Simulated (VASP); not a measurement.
Runs of VASP 6.6.1 on Ge. The structure is that of space group Fd-3m (No. 227), or close to it. The cells are those of the table. 

| cell | gap on the mesh (eV) | pressure (GPa) |
| --- | --- | --- |
| a = 4.014, b = 4.014, c = 3.974 Å, angles 60.3, 60.3, 59.3°, 2 atoms | none | 0.7 |
| a = 4.007, b = 4.007, c = 3.987 Å, angles 60.2, 60.2, 59.7°, 2 atoms | none | 0.6 |
| a = 3.982, b = 3.982, c = 4.041 Å, angles 59.5, 59.5, 61.0°, 2 atoms | (a) | 0.6 |
| a = 3.994, b = 3.994, c = 4.014 Å, angles 59.8, 59.8, 60.3°, 2 atoms | 0.06 | 0.3 |
| a = 3.988, b = 3.988, c = 4.027 Å, angles 59.7, 59.7, 60.7°, 2 atoms | 0.11 | 0.7 |

Alike in all rows: task single point; level PBEsol; potentials or basis VASP PAW PBE potentials, release 64 (Ge_d); no spin polarisation; k mesh 6 × 6 × 6; cutoff (eV) 520; smearing fermi-dirac 0.02 eV.

Q: Estimate the missing entries.

A: (a) 0.12.

Caveats: the PAW data sets were made with another functional, which shifts forces and pressure a little.

A k mesh can miss the band edges, and the runs leave out spin-orbit coupling on Ge.

A gap of «none» marks levels without a gap at the run's occupations.
